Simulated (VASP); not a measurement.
Crystal: CaAgI.

```xyz
6
Lattice="4.2512 0.0000 0.0000 0.0000 4.2512 0.0000 0.0000 0.0000 9.3368" Properties=species:S:1:pos:R:3 pbc="T T T"
Ca    0.0000    2.1256    1.4939
Ca    2.1256    0.0000    7.8429
Ag    0.0000    0.0000    0.0000
Ag    2.1256    2.1256    0.0000
I     0.0000    2.1256    6.3023
I     2.1256    0.0000    3.0345
```

```yaml
Program: VASP 6.6.1
Task: relaxation of cell and atoms
Functional: PBEsol
Potentials_or_basis: VASP PAW PBE potentials, release 64 (Ca_sv, Ag, I)
Cutoff: 600 eV
k_mesh: 4 × 4 × 2
Occupations: methfessel-paxton, width 0.025 eV
Spin: no spin polarisation
```

At the start: pressure 9.5 GPa; volume 28.12 Å³/atom.

Question: Where does the relaxation end?

Answer: Over 47 steps the energy falls by 467.7 meV/atom and the volume is 29.04 Å³/atom (+3.2 %); space group P4/nmm (No. 129, to 0.05 Å).

The path:
```csv
step,energy change (eV),largest force (eV/Å),pressure (GPa),volume (Å³)
1,0.0000,4.4418,9.53,168.74
3,-1.8023,1.0923,-1.77,208.99
5,-2.4575,0.2703,-0.38,190.12
7,-2.4965,0.2475,0.12,185.41
9,-2.5007,0.2938,0.40,183.43
11,-2.5192,0.1940,-0.26,186.67
13,-2.5443,0.2274,0.51,181.13
15,-2.5704,0.2046,0.55,181.48
17,-2.5797,1.0330,-0.94,182.25
19,-2.6515,0.6161,-0.34,182.05
21,-2.6654,0.6794,-0.56,181.62
23,-2.7190,0.5848,-0.15,179.30
25,-2.7704,0.2229,1.10,174.88
27,-2.7911,0.0798,0.38,178.54
29,-2.7949,0.0319,-0.05,180.01
31,-2.7951,0.0354,-0.03,179.87
33,-2.7966,0.0568,0.05,178.83
35,-2.7973,0.0845,0.16,177.42
37,-2.7983,0.0815,0.13,177.23
39,-2.8013,0.0660,-0.01,176.43
41,-2.8039,0.0330,-0.11,174.67
43,-2.8050,0.0187,0.02,173.50
45,-2.8058,0.0087,-0.04,174.25
47,-2.8059,0.0053,0.01,174.22
```

Final structure:
```
Ca Ag I
1.0
     3.85124    0.00000    0.00000
     0.00000    3.85124    0.00000
     0.00000    0.00000   11.74589
Ca Ag I
2 2 2
Cartesian
  0.0000 1.9256 2.5580
  1.9256 0.0000 9.1879
  0.0000 0.0000 0.0000
  1.9256 1.9256 0.0000
  0.0000 1.9256 7.4946
  1.9256 0.0000 4.2513
```

Caveat: the PAW data sets were made with another functional, which shifts forces and pressure a little.
